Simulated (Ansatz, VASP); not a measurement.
# One calculation of TiO2, two programs

```
Ti O
1.0
     4.59400    0.06891    0.06891
     0.06891    4.59400    0.06891
     0.04439    0.04439    2.95900
Ti O
2 4
Direct
  0.00000 0.00000 0.00000
  0.50000 0.50000 0.50000
  0.30600 0.30600 0.00000
  0.19400 0.80600 0.50000
  0.69400 0.69400 0.00000
  0.80600 0.19400 0.50000
```

Change from the starting cell: equal xy, yz and zx shear strains of +3 %, PAW files.

Alike in both runs: task electric field gradients; functional PBE; k mesh 7 × 7 × 10; occupations fermi-dirac, width 0.05 eV; no spin polarisation.

```csv
,VASP,Ansatz
version,VASP 6.6.1,Ansatz 0.2.0
potentials or method,"VASP PAW PBE potentials, release 64 (Ti_sv, O)","PAW with Ansatz's default frozen-core files, scalar-relativistic"
plane-wave cutoff (eV),520,420
valence electrons in the cell,48,48
```

Ansatz gave:

```
gap on the k mesh at the Fermi level (eV)                     : 1.94
pressure (GPa)                                                : 6.1
traceless stress, the component that is largest in VASP (GPa) : -6.56
rms of the force components (eV/Å)                            : 0.157
size of Vzz on the site where it differs most (V/Å²)          : 19.3
```

Question: Which values does VASP return?

Answer: gap on the k mesh at the Fermi level (eV): 1.91; pressure (GPa): 6.8; traceless stress, the component that is largest in VASP (GPa): -6.62; rms of the force components (eV/Å): 0.171; size of Vzz on the site where it differs most (V/Å²): 17.5.

Atom by atom the forces differ by 0.015 eV/Å (rms over components). With one functional, cell and mesh, what is left measures potentials, basis and numerics.
